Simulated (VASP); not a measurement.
# Si4HC4 in VASP: notebook, part 2 of 2

VASP 6.6.1.

### 3 Single point, PBE, collinear spin

INCAR

```
SYSTEM = Si4HC4
PREC = Accurate
ENCUT = 520
EDIFF = 1E-6
ISMEAR = 0
SIGMA = 0.05
LREAL = .FALSE.
LASPH = .TRUE.
NELM = 200
ALGO = Normal
ISIF = 2
LWAVE = .FALSE.
LCHARG = .TRUE.
ISPIN = 2
MAGMOM = 0 0 0 0 0 0 0 0 1
LORBIT = 11
LDIPOL = .TRUE.
IDIPOL = 3
DIPOL = 0.5 0.5 0.331
GGA = PE
LELF = .TRUE.
LVHAR = .TRUE.
LVACPOTAV = .TRUE.
NBANDS = 30
GGA_COMPAT = .FALSE.
NELMDL = -8
```

KPOINTS

```
Automatic mesh
0
G
  9 6 1
  0 0 0
```

POSCAR

```
Si4HC4
1.0
    3.0967389835      0.0000000000      0.0000000000
    0.0000000000      4.3794502696      0.0000000000
    0.0000000000      0.0000000000     20.1332068295
Si C H
4 4 1
Direct
    0.5000000000      0.5000000000      0.1986767450
    0.0000000000      0.0000000000      0.2755829977
    0.5000000000      0.4971400051      0.3554907352
    0.0000000000      0.9498903695      0.4168952500
    0.0000000000      0.2500000000      0.1986767450
    0.5000000000      0.7500000000      0.2755829977
    0.0000000000      0.2559423864      0.3541649037
    0.5000000000      0.7547379437      0.4288043580
    0.5000000000      1.0880712770      0.4790534471
```

Potentials or basis: VASP PAW PBE potentials, release 64 (Si, C, H).

Started as:

```console
cat potpaw_PBE.64/Si/POTCAR potpaw_PBE.64/C/POTCAR potpaw_PBE.64/H/POTCAR > POTCAR
mpirun -np 1 vasp_std > vasp.out
```

OUTCAR:

```text
SYSTEM = Si4HC4
   PREC = Accurate
   ENCUT = 520
   EDIFF = 1E-6
   ISMEAR = 0
   LREAL = .FALSE.
   LASPH = .TRUE.
   NELM = 200
   ISIF = 2
   ISPIN = 2
   LORBIT = 11
   GGA = PE
   NELMDL = -8

 ion  position               nearest neighbor table
   1  0.500  0.500  0.199-   5 1.90   5 1.90   6 1.90   2 3.10   2 3.10   2 3.10   2 3.10
   2  0.000  0.000  0.276-   6 1.90   6 1.90   5 1.90   7 1.94   4 2.85   1 3.10   1 3.10   1 3.10
                             1 3.10   3 3.12   3 3.12   3 3.14   3 3.14
   3  0.500  0.497  0.355-   8 1.86   7 1.87   7 1.87   6 1.95   4 2.80   4 2.80   4 3.11   4 3.11
                             2 3.12   2 3.12   2 3.14   2 3.14
   4  0.000  0.950  0.417-   8 1.78   8 1.78   7 1.84   3 2.80   3 2.80   2 2.85   3 3.11   3 3.11

   5  0.000  0.250  0.199-   1 1.90   1 1.90   2 1.90
   6  0.500  0.750  0.276-   2 1.90   2 1.90   1 1.90   3 1.95
   7  0.000  0.256  0.354-   4 1.84   3 1.87   3 1.87   2 1.94
   8  0.500  0.755  0.429-   4 1.78   4 1.78   3 1.86
   9  0.500  0.088  0.479-

  LATTYP: Found a simple orthorhombic cell.
 ALAT       =     3.0967389835
 B/A-ratio  =     1.4142135624
 C/A-ratio  =     6.5014219593

  Lattice vectors:

 A1 = (   3.0967389835,   0.0000000000,   0.0000000000)
 A2 = (   0.0000000000,   4.3794502696,   0.0000000000)
 A3 = (   0.0000000000,   0.0000000000,  20.1332068295)

Analysis of symmetry for initial positions (statically):
[... 1471 lines left out ...]
     0.000000000  0.000000000 20.133206830     0.000000000  0.000000000  0.049669186

 POSITION                                       TOTAL-FORCE (eV/Angst)
 -----------------------------------------------------------------------------------
      1.54837      2.18973      4.00000         0.000000     -2.694149      1.659041
      0.00000      0.00000      5.54837         0.000000      0.378853     -1.284279
      1.54837      2.17720      7.15717         0.000000     -0.618950     -0.718326
      0.00000      4.16000      8.39344         0.000000      1.390607      0.761046
      0.00000      1.09486      4.00000         0.000000      1.708202     -0.321718
      1.54837      3.28459      5.54837         0.000000      0.598397      0.159424
      0.00000      1.12089      7.13048         0.000000     -0.092916     -0.118659
      1.54837      3.30534      8.63321         0.000000     -0.746004     -0.132919
      1.54837      0.38570      9.64488         0.000000      0.075960     -0.003611
 -----------------------------------------------------------------------------------
    total drift:                                0.000000     -0.000066      0.000127

  FREE ENERGIE OF THE ION-ELECTRON SYSTEM (eV)
  ---------------------------------------------------
  free  energy   TOTEN  =       -55.8939661283 eV

  energy  without entropy=      -55.8936089726  energy(sigma->0) =      -55.89378755

 vacuum level on the upper side and lower side of the slab         4.419         4.245

 total charge

# of ion       s       p       d       tot
------------------------------------------
    1        0.753   0.846   0.000   1.598
    2        0.707   0.924   0.000   1.630
    3        0.715   0.941   0.000   1.656
    4        0.735   0.946   0.000   1.681
    5        0.861   1.523   0.000   2.385
    6        0.850   1.645   0.000   2.495
    7        0.849   1.689   0.000   2.539
    8        0.878   1.625   0.000   2.503
    9        0.408   0.011   0.000   0.419
--------------------------------------------------
tot          6.755  10.151   0.000  16.907

 magnetization (x)

# of ion       s       p       d       tot
------------------------------------------
    1        0.014   0.037   0.000   0.051
    2        0.003   0.005   0.000   0.007
    3        0.021   0.047   0.000   0.069
    4        0.001   0.014   0.000   0.016
    5        0.000  -0.012   0.000  -0.012
    6        0.003   0.007   0.000   0.010
    7        0.002   0.016   0.000   0.018
    8        0.037   0.109   0.000   0.145
    9        0.152   0.002   0.000   0.153
--------------------------------------------------
tot          0.233   0.224   0.000   0.457
```

OSZICAR:

```text
N       E                     dE             d eps       ncg     rms          rms(c)
DAV:   1     0.183298550886E+03    0.18330E+03   -0.12099E+04  2400   0.853E+02
DAV:   2    -0.367918489735E+02   -0.22009E+03   -0.20349E+03  3326   0.186E+02
DAV:   3    -0.633829960641E+02   -0.26591E+02   -0.25997E+02  3150   0.624E+01
[... 23 lines left out ...]
DAV:  27    -0.558939429831E+02   -0.12844E-04   -0.51219E-07  2564   0.221E-03    0.792E-04
DAV:  28    -0.558939592638E+02   -0.16281E-04   -0.10702E-06  2478   0.214E-03    0.595E-04
DAV:  29    -0.558939642003E+02   -0.49365E-05   -0.21125E-07  2390   0.114E-03    0.309E-04
DAV:  30    -0.558939653941E+02   -0.11937E-05   -0.60731E-08  2300   0.686E-04    0.175E-04
DAV:  31    -0.558939661283E+02   -0.73422E-06   -0.48247E-08  2206   0.517E-04
   1 F= -.55893966E+02 E0= -.55893788E+02  d E =-.357156E-03  mag=     0.9289
```

stdout:

```text
POSCAR found type information on POSCAR SiC H
 POSCAR found :  3 types and       9 ions
 scaLAPACK will be used
 LDA part: xc-table for (Slater+PW92), standard interpolation
 POSCAR, INCAR and KPOINTS ok, starting setup
 FFT: planning ... GRIDC
 FFT: planning ... GRID_SOFT
 FFT: planning ... GRID
 WAVECAR not read
 entering main loop
 -----------------------------------------------------------------------------
|                                                                             |
|           W    W    AA    RRRRR   N    N  II  N    N   GGGG   !!!           |
|           W    W   A  A   R    R  NN   N  II  NN   N  G    G  !!!           |
|           W    W  A    A  R    R  N N  N  II  N N  N  G       !!!           |
|           W WW W  AAAAAA  RRRRR   N  N N  II  N  N N  G  GGG   !            |
|           WW  WW  A    A  R   R   N   NN  II  N   NN  G    G                |
|           W    W  A    A  R    R  N    N  II  N    N   GGGG   !!!           |
|                                                                             |
|     Did not find any points to average over, which means that no vacuum     |
|     field-free region was found. Please increase the size of  your cell     |
|     in the dimension of the dipole correction to obtain accurate            |
|     workfunction values.                                                    |
|                                                                             |
 -----------------------------------------------------------------------------
```

Run time: 21 min. Hardware: 1 thread of Intel Xeon 8259CL, shared host; peak memory 0.6 GiB.

Results:

| Item | Value |
| --- | --- |
| Free energy | -55.8940 eV |
| Largest force | 3.164 eV/Å |
| Net moment | 0.93 μB per cell |
| Site moments | Si +0.05, +0.01, +0.07, +0.02; C -0.01, +0.01, +0.02, +0.14; H +0.15 μB |
| Valence electrons inside the program's atomic spheres | Si 1.60, 1.63, 1.66, 1.68; C 2.38, 2.50, 2.54 (each value once); H 0.42 |

Forces on the atoms (eV/Å):
```
Si   0.000 -2.694  1.659
Si   0.000  0.379 -1.284
Si   0.000 -0.619 -0.718
Si   0.000  1.391  0.761
C    0.000  1.708 -0.322
C    0.000  0.598  0.159
C    0.000 -0.093 -0.119
C    0.000 -0.746 -0.133
H    0.000  0.076 -0.004
```

Caveat: a moment this small can come from the mesh or the smearing.

### 4 Single point, PBE, collinear spin

INCAR: that of step 3 with these lines changed.

```diff
@@ -12,3 +12,3 @@
 LWAVE = .FALSE.
-LCHARG = .TRUE.
+LCHARG = .FALSE.
 ISPIN = 2
@@ -18,7 +18,4 @@
 IDIPOL = 3
-DIPOL = 0.5 0.5 0.331
+DIPOL = 0.5 0.5 0.329
 GGA = PE
-LELF = .TRUE.
-LVHAR = .TRUE.
-LVACPOTAV = .TRUE.
 NBANDS = 30
```

KPOINTS

```
regular mesh
0
G
  9 6 1
  0 0 0
```

POSCAR: that of step 3 with these lines changed.

```diff
@@ -16,2 +16,2 @@
     0.5000000000      0.7547379437      0.4288043580
-    0.5000000000      1.0880712770      0.4790534471
+    0.5000000000      1.4214046103      0.4545739221
```

Started as:

```console
cat potpaw_PBE.64/Si/POTCAR potpaw_PBE.64/C/POTCAR potpaw_PBE.64/H/POTCAR > POTCAR
mpirun -np 1 vasp_std > vasp.out
```

Run time: 7.7 min. Hardware: 1 thread of AMD EPYC 9R45 (Zen 5), shared host; peak memory 0.56 GiB.

It converged, with:

```
Free energy                                           : -57.0320 eV
Largest force                                         : 3.426 eV/Å
Net moment                                            : 0.72 μB per cell
Site moments                                          : Si +0.09, +0.01, +0.02, +0.07; C -0.04, +0.00, +0.02, +0.07; H +0.03 μB
Valence electrons inside the program's atomic spheres : Si 1.60, 1.63, 1.66, 1.72; C 2.38, 2.50, 2.54 (each value once); H 0.44
```

Forces in eV/Å, atoms in the order of the input:
```
Si   0.000 -2.690  1.283
Si   0.000  0.305 -1.617
Si   0.000 -0.023 -2.169
Si   0.000  1.575  1.066
C    0.000  1.696 -0.023
C    0.000  0.506  0.628
C    0.000 -0.607 -0.149
C    0.000 -3.280  0.989
H    0.000  2.519 -0.007
```

Levels at points of the mesh, in eV from the Fermi level:
Spin up:
| k point | band 14 | band 15 | band 16 | band 17 | band 18 | band 19 | band 20 | band 21 |
| --- | --- | --- | --- | --- | --- | --- | --- | --- |
| (0.00, 0.00, 0.00) | -2.31 | -0.96 | -0.95 | -0.38 | 0.46 | 1.39 | 2.68 | 3.32 |
| (0.00, 0.50, 0.00) | -2.57 | -1.52 | -0.83 | -0.19 | 0.24 | 2.28 | 3.09 | 3.66 |
Spin down:
```
           k point  band 12  band 13  band 14  band 15  band 16  band 17  band 18  band 19  band 20  band 21
(0.00, 0.00, 0.00)    -3.39    -3.35    -2.28    -0.98    -0.95     0.07     0.67     1.76     2.91     3.50
(0.00, 0.50, 0.00)    -2.94    -2.70    -2.55    -1.51    -0.85     0.30     0.74     2.45     3.45     3.78
```

Caveat: a moment this small can come from the mesh or the smearing.

### 5 Single point, PBE, collinear spin

INCAR

```
PREC = Accurate
ENCUT = 520
EDIFF = 1E-6
ISMEAR = 0
SIGMA = 0.05
LREAL = F
LASPH = T
NELM = 200
ALGO = Normal
ISIF = 2
LWAVE = F
LCHARG = T
ISPIN = 2
MAGMOM = 0 0 0 0 0 0 0 0 1
LORBIT = 11
LDIPOL = T
IDIPOL = 3
DIPOL = 0.5 0.5 0.331
GGA = PE
LELF = T
LVHAR = T
LVACPOTAV = T
NBANDS = 30
GGA_COMPAT = F
NELMDL = -8
```

KPOINTS

```
Automatic mesh
0
Gamma
  9 6 1
```

POSCAR: that of step 4 with these lines changed.

```diff
@@ -16,2 +16,2 @@
     0.5000000000      0.7547379437      0.4288043580
-    0.5000000000      1.4214046103      0.4545739221
+    0.5000000000      0.9214046103      0.4761437652
```

Started as:

```console
cat potpaw_PBE.64/Si/POTCAR potpaw_PBE.64/C/POTCAR potpaw_PBE.64/H/POTCAR > POTCAR
mpirun -np 1 vasp_std > vasp.out
```

Run time: 10 min. Hardware: 1 thread of AMD EPYC 9R45 (Zen 5), shared host; peak memory 0.57 GiB.

The run converged. Its results:

* Free energy: -56.7747 eV
* Largest force: 2.882 eV/Å
* Net moment: 0.55 μB per cell
* Site moments: Si +0.10, +0.01, +0.02, +0.07; C -0.04, +0.01, +0.02 (each value once); H +0.00 μB
* Valence electrons inside the program's atomic spheres: Si 1.60, 1.63, 1.74 (each value once); C 2.38, 2.49, 2.54, 2.59; H 0.56

Forces in eV/Å, atoms in the order of the input:
```
Si   0.000 -2.645  1.144
Si   0.000  0.405 -1.535
Si   0.000 -0.492 -1.105
Si   0.000  1.929 -1.171
C    0.000  1.604  0.028
C    0.000  0.617  0.980
C    0.000 -0.144  0.015
C    0.000  0.673  1.620
H    0.000 -1.947  0.023
```

Levels at points of the mesh, in eV from the Fermi level:
Spin up:
```csv
k point,band 14,band 15,band 16,band 17,band 18,band 19,band 20,band 21
"(0.00, 0.00, 0.00)",-2.28,-0.97,-0.94,-0.01,0.60,1.14,1.85,2.94
"(0.00, 0.50, 0.00)",-2.24,-1.52,-0.83,-0.03,0.21,2.07,2.89,3.74
```
Spin down:
```
           k point  band 13  band 14  band 15  band 16  band 17  band 18  band 19  band 20
(0.00, 0.00, 0.00)    -2.57    -2.26    -0.97    -0.96     0.46     0.71     1.54     2.03
(0.00, 0.50, 0.00)    -2.60    -2.22    -1.51    -0.88     0.40     0.75     2.25     3.06
```

Caveat: a moment this small can come from the mesh or the smearing.

### 6 Summary

| cell | gap on the mesh (eV) | moment (μB) | largest force (eV/Å) |
| --- | --- | --- | --- |
| as given, atomic positions A | none | 0.56 | 2.84 |
| as given, atomic positions B | none | 0.93 | 3.16 |
| as given, atomic positions C | none | 0.72 | 3.43 |
| as given, atomic positions D | none | 0.55 | 2.88 |

Alike in all rows: task single point; level PBE; potentials or basis VASP PAW PBE potentials, release 64 (Si, C, H); spin collinear; k mesh 9 × 6 × 1; cutoff (eV) 520; smearing gaussian 0.05 eV.

Caveats: a moment this small can come from the mesh or the smearing.

Total energies depend on the potentials used, so only differences within one code and one set of settings carry meaning.
